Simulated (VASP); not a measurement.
# NbP (CsCl type): relaxation of cell and atoms with PBE

NbP (CsCl type):

```
CELL_PARAMETERS angstrom
2.82192 0.00000 0.00000
0.00000 2.82192 0.00000
0.00000 0.00000 2.82192
ATOMIC_POSITIONS crystal
Nb 0.00000 0.00000 0.00000
P 0.50000 0.50000 0.50000
```

```json
{
  "Program": "VASP 6.6.1",
  "Task": "relaxation of cell and atoms",
  "Functional": "PBE",
  "Potentials or basis": "VASP PAW PBE potentials, release 64 (Nb_sv, P)",
  "Cutoff": "600 eV",
  "k mesh": "13 × 13 × 13",
  "Occupations": "fermi-dirac, width 0.1 eV",
  "Spin": "no spin polarisation",
  "Dipole correction": "no",
  "Further INCAR settings": "ALGO = Normal; EDIFF = 1e-06; IBRION = 2; EDIFFG = -0.005; NSW = 60; ISIF = 3"
}
```

```json
{"Relaxed volume": "15.01 Å³/atom", "Relaxed cell": "a = 3.108 Å, b = 3.108 Å, c = 3.108 Å, α = 90.00°, β = 90.00°, γ = 90.00°", "Space group after relaxing (to 0.05 Å)": "Pm-3m (No. 221)", "Energy gained by relaxing": "935.6 meV/atom", "Ionic steps": "8", "Pressure after relaxing": "0.0 GPa", "Band gap on the k mesh": "zero (band 9 reaches 15.04 eV, above the bottom of band 10 at 11.62 eV)"}
```

The path:
```tsv
step	energy change (eV)	largest force (eV/Å)	pressure (GPa)	volume (Å³)
1	0.0000	0.0000	101.90	22.47
2	2.1245	0.0000	-29.54	54.65
3	-1.8203	0.0000	-9.24	31.70
4	-1.8659	0.0000	-3.18	30.55
5	-1.8711	0.0000	0.12	30.01
6	-1.8707	0.0000	-0.93	30.17
7	-1.8705	0.0000	1.17	29.85
8	-1.8711	0.0000	0.01	30.02
```

Final structure:
```
Nb P
1.0
     3.10809    0.00000    0.00000
     0.00000    3.10809    0.00000
     0.00000    0.00000    3.10809
Nb P
1 1
Direct
  0.00000 0.00000 0.00000
  0.50000 0.50000 0.50000
```

Levels at points of the mesh, in eV from the Fermi level:
| k point | band 5 | band 6 | band 7 | band 8 | band 9 | band 10 | band 11 | band 12 | band 13 |
| --- | --- | --- | --- | --- | --- | --- | --- | --- | --- |
| (0.00, 0.00, 0.00) | -13.52 | -3.24 | -3.24 | 0.11 | 0.11 | 0.11 | 1.86 | 1.86 | 1.86 |

Run time: 90 s on 1 thread of Intel Xeon 6975P-C, with other jobs on the host, peak memory 0.17 GiB.

Caveat: the volume moved by over 15 % at a fixed basis, so the end points are rough.
